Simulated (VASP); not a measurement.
# H (F-43m) in VASP: single point with PBEsol

Aim: the single point of H with PBEsol.

All numbers are computed with VASP 6.6.1; they aren't measurements. Logs are shortened: lines on timing, memory, paths and dates and some standing lists are left out, and cuts for length are marked.

## 1. The cell of the first run

Symmetry: F-43m, No. 216, cubic system. Conventional cell: a = 5.711 Å, b = 5.711 Å, c = 5.711 Å, α = 90.00°, β = 90.00°, γ = 90.00°. Within 2.6 Å of H (site symmetry 3m) lie 6 H at 1.99 to 2.05 Å.

## 2. Single point, PBEsol

INCAR reads:

```
PREC = Accurate
ENCUT = 500
EDIFF = 1E-6
ISMEAR = -1
SIGMA = 0.05
LREAL = False
LASPH = True
NELM = 120
ALGO = Normal
ISIF = 2
LWAVE = False
LCHARG = False
GGA = PS
NBANDS = 10
GGA_COMPAT = False
```

KPOINTS reads:

```
regular mesh
0
Gamma
  6 6 6
```

POSCAR reads:

```
H
1.0
    0.0000000000      2.8553200000      2.8553200000
    2.8553200000      0.0000000000      2.8553200000
    2.8553200000      2.8553200000      0.0000000000
H
4
Direct
    0.3767900000      0.3767900000      0.3767900000
    0.8696400000      0.3767900000      0.3767900000
    0.3767900000      0.3767900000      0.8696400000
    0.3767900000      0.8696400000      0.3767900000
```

Potentials or basis: VASP PAW PBE potentials, release 64 (H).

Launch:

```console
> cat potpaw_PBE.64/H/POTCAR > POTCAR
> mpirun -np 1 vasp_std > vasp.out
```

OUTCAR:

```text
PREC = Accurate
   ENCUT = 500
   EDIFF = 1E-6
   ISMEAR = -1
   LREAL = False
   LASPH = True
   NELM = 120
   ISIF = 2
   GGA = PS

 ion  position               nearest neighbor table
   1  0.377  0.377  0.377-
   2  0.870  0.377  0.377-
   3  0.377  0.377  0.870-
   4  0.377  0.870  0.377-

  LATTYP: Found a face centered cubic cell.
 ALAT       =     5.7106400000

  Lattice vectors:

 A1 = (   0.0000000000,   2.8553200000,   2.8553200000)
 A2 = (   2.8553200000,   0.0000000000,   2.8553200000)
 A3 = (   2.8553200000,   2.8553200000,   0.0000000000)

Analysis of symmetry for initial positions (statically):
=====================================================================
 Subroutine PRICEL returns:
 Original cell was already a primitive cell.

 Routine SETGRP: Setting up the symmetry group for a
 face centered cubic supercell.

 Subroutine GETGRP returns: Found 24 space group operations
 (whereof  6 operations were pure point group operations)
 out of a pool of 48 trial point group operations.

The static configuration has the point symmetry C_3v.
 The point group associated with its full space group is T_d .

Analysis of symmetry for dynamics (positions and initial velocities):
=====================================================================
 Subroutine PRICEL returns:
 Original cell was already a primitive cell.

 Routine SETGRP: Setting up the symmetry group for a
 face centered cubic supercell.

 Subroutine GETGRP returns: Found 24 space group operations
 (whereof  6 operations were pure point group operations)
 out of a pool of 48 trial point group operations.

The dynamic configuration has the point symmetry C_3v.
 The point group associated with its full space group is T_d .

 Subroutine INISYM returns: Found 24 space group operations
 (whereof  6 operations are pure point group operations),
 and found     1 'primitive' translations

----------------------------------------------------------------------------------------

                                     Primitive cell

  volume of cell :      46.5580

  direct lattice vectors                    reciprocal lattice vectors
     0.000000000  2.855320000  2.855320000    -0.175111721  0.175111721  0.175111721
     2.855320000  0.000000000  2.855320000     0.175111721 -0.175111721  0.175111721
     2.855320000  2.855320000  0.000000000     0.175111721  0.175111721 -0.175111721

  length of vectors
     4.038032269  4.038032269  4.038032269     0.303302398  0.303302398  0.303302398

  position of ions in fractional coordinates (direct lattice)
     0.376790000  0.376790000  0.376790000
     0.869640000  0.376790000  0.376790000
     0.376790000  0.376790000  0.869640000
     0.376790000  0.869640000  0.376790000

  ion indices of the primitive-cell ions
   primitive index   ion index
                 1           1
                 2           2
                 3           3
                 4           4

----------------------------------------------------------------------------------------

 KPOINTS: regular mesh

Automatic generation of k-mesh.
 Grid dimensions read from file:
 generate k-points for:    6    6    6

 Generating k-lattice:

  Cartesian coordinates                     Fractional coordinates (reciprocal lattice)
    -0.029185287  0.029185287  0.029185287     0.166666667  0.000000000  0.000000000
     0.029185287 -0.029185287  0.029185287     0.000000000  0.166666667  0.000000000
     0.029185287  0.029185287 -0.029185287     0.000000000  0.000000000  0.166666667

  Length of vectors
     0.050550400  0.050550400  0.050550400

  Shift w.r.t. Gamma in fractional coordinates (k-lattice)
     0.000000000  0.000000000  0.000000000

 Subroutine IBZKPT returns following result:
 ===========================================

 Found     16 irreducible k-points:

 Following reciprocal coordinates:
            Coordinates               Weight
  0.000000  0.000000  0.000000      1.000000
  0.166667  0.000000  0.000000      8.000000
  0.333333  0.000000  0.000000      8.000000
  0.500000  0.000000  0.000000      4.000000
  0.166667  0.166667  0.000000      6.000000
  0.333333  0.166667  0.000000     24.000000
[... 8 lines left out ...]
 -0.333333  0.333333  0.166667     24.000000
 -0.333333  0.500000  0.166667     12.000000
   k-points           NKPTS =     16   k-points in BZ     NKDIM =     16   number of bands    NBANDS=     10
   number of dos      NEDOS =    301   number of ions     NIONS =      4
   total plane-waves  NPLWV =  27000
   dimension x,y,z NGX =    30 NGY =   30 NGZ =   30
   dimension x,y,z NGXF=    60 NGYF=   60 NGZF=   60
   ions per type =               4
   NGX,Y,Z   is equivalent  to a cutoff of  12.35, 12.35, 12.35 a.u.
   NGXF,Y,Z  is equivalent  to a cutoff of  24.70, 24.70, 24.70 a.u.
 SYSTEM =  unknown system
   PREC   = accura    normal or accurate (medium, high low for compatibility)
   ISTART =      0    job   : 0-new  1-cont  2-samecut
   ICHARG =      2    charge: 1-file 2-atom 10-const
   ISPIN  =      1    spin polarized calculation?
   LNONCOLLINEAR =      F non collinear calculations
   LSORBIT =      F    spin-orbit coupling
   LASPH  =      T    aspherical Exc in radial PAW
   ENCUT  =  500.0 eV  36.75 Ry    6.06 a.u.   7.36  7.36  7.36*2*pi/ulx,y,z
   NELM   =    120;   NELMIN=  2; NELMDL= -5     # of ELM steps
   EDIFF  = 0.1E-05   stopping-criterion for ELM
   LREAL  =      F    real-space projection
   EDIFFG = 0.1E-04   stopping-criterion for IOM
   NSW    =      0    number of steps for IOM
   IBRION =     -1    ionic relax: 0-MD 1-quasi-New 2-CG
   NFREE  =      0    steps in history (QN), initial steepest desc. (CG)
   ISIF   =      2    stress and relaxation
   ISYM   =      2    0-nonsym 1-usesym 2-fastsym
   POTIM  = 0.5000    time-step for ionic-motion
   TEBEG  =    0.0;   TEEND  =   0.0 temperature during run
   PSTRESS=    0.0 pullay stress
   NELECT =       4.0000    total number of electrons
   NUPDOWN=      -1.0000    fix difference up-down
   EMIN   =  10.00;   EMAX   =-10.00  energy-range for DOS
   EFERMI =   0.00;   METHOD = LEGACY
   ISMEAR =    -1;   SIGMA  =   0.05  broadening in eV -4-tet -1-fermi 0-gaus
   EFERMI_NEDOS =   21; number of points for ismear=-14 and -15
   IALGO  =     38    algorithm
   IMIX   =      4    mixing-type and parameters
     AMIX     =   0.40;   BMIX     =  1.00
     AMIX_MAG =   1.60;   BMIX_MAG =  1.00
  volume/ion in A,a.u.               =      11.64        78.55
  Fermi-wavevector in a.u.,A,eV,Ry     =   0.722376  1.365093  7.099891  0.521827
  Thomas-Fermi vector in A             =   1.812323
   LORBIT       =      0    0 simple, 1 ext, 2 COOP (PROOUT), +10 PAW based schemes
   GGA     = PS    functional components
   LHFCALC =     F    Hartree Fock is set to
   AEXX    =    0.0000 exact exchange contribution
   IVDW    =     0    specifies the selected vdW correction
   LEPSILON=     F    determine dielectric tensor
   LRPA    =     F    only Hartree local field effects (RPA)
 non-spin polarized calculation
  energy-cutoff  :      500.00
  volume of cell :       46.56
 maximum number of plane-waves:      1243
 NGX is ok and might be reduce to    30
   NGX = 15   NGY = 15   NGZ = 15

 number of electron       4.0000000 magnetization

 Free energy of the ion-electron system (eV)
  ---------------------------------------------------
  ext. energy  EPLUGINS =         0.00000000
  ---------------------------------------------------
  free energy    TOTEN  =        -6.45023779 eV

  energy without entropy =       -6.44285817  energy(sigma->0) =       -6.44654798

 E-fermi :  -2.5500     XC(G=0):  -6.4559

 val. band max:       -2.6572912803   @ k =  -0.3333   0.3333   0.0000
 cond. band min:      -2.4715198272   @ k =  -0.3333   0.3333   0.1667
 fundamental gap:      0.1857714531
 Fermi energy:        -2.5499645885

 k-point     1 :       0.0000    0.0000    0.0000
  band No.  band energies     occupation
      1      -9.8348      2.00000
      2      -0.8713      0.00000
      3      -0.8713      0.00000
      4      -0.8713      0.00000
      5       6.1345      0.00000
      6       6.5323      0.00000
      7       7.6899      0.00000
      8       7.6899      0.00000
      9       7.6899      0.00000
     10      12.0120      0.00000

 k-point     2 :       0.1667    0.0000    0.0000
  band No.  band energies     occupation
      1      -9.5353      2.00000
      2      -2.0099      0.00004
      3      -0.9718      0.00000
      4      -0.9718      0.00000
      5       4.9969      0.00000
      6       7.3906      0.00000
      7       7.9966      0.00000
      8       7.9966      0.00000
      9       9.5825      0.00000
     10      10.7676      0.00000

 k-point     3 :       0.3333    0.0000    0.0000
  band No.  band energies     occupation
      1      -8.7184      2.00000
      2      -4.0561      2.00000
      3      -1.1549      0.00000
      4      -1.1549      0.00000
      5       4.0123      0.00000
      6       7.8950      0.00000
      7       7.8950      0.00000
      8       9.1663      0.00000
      9       9.7541      0.00000
     10      11.4013      0.00000
[... 144 lines left out ...]
 k-point    15 :      -0.3333    0.3333    0.1667
  band No.  band energies     occupation
      1      -7.2446      2.00000
      2      -5.5582      2.00000
      3      -2.4715      0.34475
      4      -1.7966      0.00000
      5       4.9421      0.00000
      6       5.2540      0.00000
      7       8.3876      0.00000
      8      10.3456      0.00000
      9      11.8257      0.00000
     10      13.8587      0.00000

 k-point    16 :      -0.3333    0.5000    0.1667
  band No.  band energies     occupation
      1      -6.5414      2.00000
      2      -6.2464      2.00000
      3      -2.2409      0.00413
      4      -2.2330      0.00352
      5       4.6349      0.00000
      6       4.6701      0.00000
      7       9.4476      0.00000
      8       9.4817      0.00000
      9      14.2093      0.00000
     10      14.2410      0.00000

------------------------ aborting loop because EDIFF is reached ----------------------------------------

  FORCE on cell =-STRESS in cart. coord.  units (eV):
  Direction    XX          YY          ZZ          XY          YZ          ZX
  --------------------------------------------------------------------------------------
  -------------------------------------------------------------------------------------
  Total       -4.1432689     -4.1432689     -4.1432689      0.0000000     -0.0000000     -0.0000000
  in kB     -142.5802397   -142.5802397   -142.5802397      0.0000000     -0.0000000     -0.0000000
  external PRESSURE =    -142.5802397 kB  Pullay stress =       0.0000000 kB

 VOLUME and BASIS-vectors are now :
 -----------------------------------------------------------------------------
  energy-cutoff  :      500.00
  volume of cell :       46.56
      direct lattice vectors                 reciprocal lattice vectors
     0.000000000  2.855320000  2.855320000    -0.175111721  0.175111721  0.175111721
     2.855320000  0.000000000  2.855320000     0.175111721 -0.175111721  0.175111721
     2.855320000  2.855320000  0.000000000     0.175111721  0.175111721 -0.175111721

 POSITION                                       TOTAL-FORCE (eV/Angst)
 -----------------------------------------------------------------------------------
      2.15171      2.15171      2.15171         0.011086      0.011086      0.011086
      2.15171      3.55896      3.55896         0.011086     -0.011086     -0.011086
      3.55896      3.55896      2.15171        -0.011086     -0.011086      0.011086
      3.55896      2.15171      3.55896        -0.011086      0.011086     -0.011086
 -----------------------------------------------------------------------------------
    total drift:                               -0.000000     -0.000000     -0.000000

  FREE ENERGIE OF THE ION-ELECTRON SYSTEM (eV)
  ---------------------------------------------------
  free  energy   TOTEN  =        -6.4502377932 eV

  energy  without entropy=       -6.4428581689  energy(sigma->0) =       -6.44654798
```

It took 5.1 s on 1 thread of Intel Xeon 6975P-C (Granite Rapids), shared host; peak memory 0.15 GiB.

Results:

| Item | Value |
| --- | --- |
| Free energy | -6.4502 eV |
| Pressure | -14.3 GPa |
| Largest force | 0.019 eV/Å |
| Band gap on the k mesh | zero (band 2 reaches -0.87 eV, above the bottom of band 3 at -2.66 eV) |

Forces on the atoms (eV/Å):
```
H    0.011  0.011  0.011
H    0.011 -0.011 -0.011
H   -0.011 -0.011  0.011
H   -0.011  0.011 -0.011
```

Caveat: the PAW data sets were made with another functional, which shifts forces and pressure a little.
